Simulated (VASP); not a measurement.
# TaTe2H (I4mm) in VASP: a series of runs, part 2 of 2

VASP 6.6.1.

### Step 3. Relaxation of cell and atoms, PBE

INCAR

```
ALGO     = Normal         # electronic algorithm
EDIFF    = 1E-6           # SCF threshold, eV
EDIFFG   = -0.04          # ionic threshold
ENCUT    = 600            # plane-wave cutoff, eV
GGA      = PE             # functional
IBRION   = 2              # ionic algorithm
ISIF     = 3              # what is computed and relaxed
ISMEAR   = 0              # smearing method
LASPH    = True           # aspherical terms in the spheres
LCHARG   = False          # write CHGCAR
LREAL    = False          # projectors in reciprocal space
LWAVE    = False          # write WAVECAR
NELM     = 80             # most SCF steps
NSW      = 90             # ionic steps
PREC     = Accurate       # precision mode
SIGMA    = 0.1            # smearing width, eV
```

KPOINTS

```
k-points
0
Gamma
  4 4 4
```

POSCAR

```
TaTe2H
1.0
   -3.2620437200      3.2620437200      2.5547670500
    3.2620437200     -3.2620437200      2.5547670500
    3.2620437200      3.2620437200     -2.5547670500
Ta Te H
1 2 1
Direct
    0.1969154500      0.1969154500      0.0000000000
    0.9425680800      0.4425680800      0.5000000000
    0.4425680800      0.9425680800      0.5000000000
    0.6805437200      0.6805437200      0.0000000000
```

Potentials or basis: VASP PAW PBE potentials, release 64 (Ta_pv, Te, H).

The run is started by

```console
$ cat potpaw_PBE.64/Ta_pv/POTCAR potpaw_PBE.64/Te/POTCAR potpaw_PBE.64/H/POTCAR > POTCAR
$ mpirun -np 1 vasp_std > vasp.out
```

OUTCAR:

```text
EDIFF = 1E-6
   EDIFFG = -0.04
   ENCUT = 600
   GGA = PE
   IBRION = 2
   ISIF = 3
   ISMEAR = 0
   LASPH = True
   LREAL = False
   NELM = 80
   NSW = 90
   PREC = Accurate

 ion  position               nearest neighbor table
   1  0.197  0.197  0.000-   2 3.50   3 3.50   2 3.50   3 3.50   2 3.51   3 3.51   2 3.51   3 3.51

   2  0.943  0.443  0.500-   3 2.55   3 2.55   1 3.50   1 3.50   1 3.51   1 3.51
   3  0.443  0.943  0.500-   2 2.55   2 2.55   1 3.50   1 3.50   1 3.51   1 3.51
   4  0.681  0.681  0.000-

  LATTYP: Found a body centered tetragonal cell.
 ALAT       =     6.5240874400
 C/A-ratio  =     0.7831798925

  Lattice vectors:

 A1 = (  -3.2620437200,   3.2620437200,   2.5547670500)
 A2 = (   3.2620437200,  -3.2620437200,   2.5547670500)
 A3 = (   3.2620437200,   3.2620437200,  -2.5547670500)

Analysis of symmetry for initial positions (statically):
=====================================================================
 Subroutine PRICEL returns:
 Original cell was already a primitive cell.

 Routine SETGRP: Setting up the symmetry group for a
 body centered tetragonal supercell.

 Subroutine GETGRP returns: Found  8 space group operations
[... 151 lines left out ...]

 Free energy of the ion-electron system (eV)
  ---------------------------------------------------
  ext. energy  EPLUGINS =         0.00000000
  ---------------------------------------------------
  free energy    TOTEN  =       -14.83643982 eV

  energy without entropy =      -14.80253037  energy(sigma->0) =      -14.81948510

------------------------ aborting loop because EDIFF is reached ----------------------------------------

  FORCE on cell =-STRESS in cart. coord.  units (eV):
  Direction    XX          YY          ZZ          XY          YZ          ZX
  --------------------------------------------------------------------------------------
  -------------------------------------------------------------------------------------
  Total       -9.0821526     -9.0821526     14.3393473      0.0000000     -0.0000000      0.0000000
  in kB     -133.8161487   -133.8161487    211.2754883      0.0000000     -0.0000000      0.0000000
  external PRESSURE =     -18.7856030 kB  Pullay stress =       0.0000000 kB
[... 594 lines left out ...]
      3     -30.1681      2.00000
      4      -5.8209      2.00000
      5      -5.4525      2.00000
      6      -0.7729      2.00000
[... 8 lines left out ...]
     15       7.7644      0.00000
     16       8.4012      0.00000

[... ionic steps 4 to 38 ...]

--------------------------------------- Ionic step       39  -------------------------------------------

 number of electron      24.0000000 magnetization

------------------------ aborting loop because EDIFF is reached ----------------------------------------
[... 71 lines left out ...]
--------------------------------------- Ionic step       41  -------------------------------------------

 number of electron      23.9999999 magnetization

 Free energy of the ion-electron system (eV)
  ---------------------------------------------------
  ext. energy  EPLUGINS =         0.00000000
  ---------------------------------------------------
  free energy    TOTEN  =       -21.13149465 eV

  energy without entropy =      -21.12573902  energy(sigma->0) =      -21.12861683

 E-fermi :   6.6200     XC(G=0): -10.1669

 val. band max:        6.4919939836   @ k =  -0.2500  -0.2500   0.2500
 cond. band min:       6.7061171991   @ k =   0.5000   0.0000   0.0000
 fundamental gap:      0.2141232156
 Fermi energy:         6.6200191772
[... 276 lines left out ...]
  FREE ENERGIE OF THE ION-ELECTRON SYSTEM (eV)
  ---------------------------------------------------
  free  energy   TOTEN  =       -21.1314946463 eV

  energy  without entropy=      -21.1257390220  energy(sigma->0) =      -21.12861683

 reached required accuracy - stopping structural energy minimisation
```

Run time: 9.3 min. Hardware: 1 thread of Intel Xeon 6975P-C (Granite Rapids), shared host; peak memory 0.32 GiB.

What came out:

```
Free energy                           : -21.1315 eV
Relaxed volume                        : 20.91 Å³/atom
Relaxed cell                          : a = 4.866 Å, b = 4.866 Å, c = 4.866 Å, α = 118.13°, β = 118.13°, γ = 93.27°
Space group after relaxing (to 0.1 Å) : I4mm (No. 107)
Energy gained by relaxing             : 1573.8 meV/atom
Ionic steps                           : 41
Pressure after relaxing               : 0.2 GPa
Largest force after relaxing          : 0.028 eV/Å
Band gap on the k mesh                : zero (bands 12 and 13 overlap by 0.73 eV)
```

Forces on the atoms (eV/Å):
```
Ta   0.000  0.000  0.001
Te   0.000  0.000  0.014
Te   0.000  0.000  0.014
H    0.000  0.000 -0.028
```

Step by step:
| step | energy change (eV) | largest force (eV/Å) | pressure (GPa) | volume (Å³) |
| --- | --- | --- | --- | --- |
| 1 | 0.0000 | 0.4911 | -1.88 | 108.74 |
| 3 | -3.3422 | 0.8318 | -12.79 | 98.73 |
| 5 | -4.3536 | 0.6163 | -1.77 | 80.46 |
| 7 | -4.2477 | 0.4302 | 12.15 | 71.24 |
| 9 | -4.5361 | 0.3001 | -0.29 | 79.30 |
| 11 | -4.6426 | 0.7375 | -0.03 | 78.58 |
| 13 | -4.7338 | 1.1265 | 0.06 | 77.59 |
| 15 | -4.7537 | 1.3317 | 0.98 | 77.16 |
| 17 | -4.8175 | 1.7336 | 1.54 | 77.24 |
| 19 | -4.8260 | 1.8126 | 1.85 | 77.23 |
| 21 | -5.0188 | 1.8457 | 2.06 | 78.24 |
| 23 | -5.0835 | 1.5648 | 2.76 | 78.89 |
| 25 | -5.4927 | 0.7433 | 1.66 | 82.06 |
| 27 | -5.6825 | 0.9385 | 0.21 | 83.45 |
| 29 | -5.9780 | 1.0489 | -3.09 | 86.01 |
| 31 | -6.0048 | 1.3267 | -3.90 | 86.77 |
| 33 | -6.1375 | 0.8780 | 1.26 | 82.30 |
| 35 | -6.1854 | 0.6358 | 1.59 | 82.26 |
| 37 | -6.2728 | 0.8671 | 1.09 | 83.63 |
| 39 | -6.2893 | 0.1715 | -0.62 | 84.70 |
| 41 | -6.2951 | 0.0280 | 0.18 | 83.62 |

Final structure:
```
CELL_PARAMETERS angstrom
-2.50145 2.50145 3.34111
2.50145 -2.50145 3.34111
2.50145 2.50145 -3.34111
ATOMIC_POSITIONS crystal
Ta 0.26150 0.26150 0.00000
Te 0.98928 0.48928 0.50000
Te 0.48928 0.98928 0.50000
H 0.52254 0.52254 0.00000
```

Caveat: the k points lie up to 0.39 Å⁻¹ apart in the final cell, too coarse for converged energies and pressures of a metal; the volume moved by over 15 % at a fixed basis, so the end points are rough; spin-orbit coupling is left out, which moves the levels of the heavy elements.
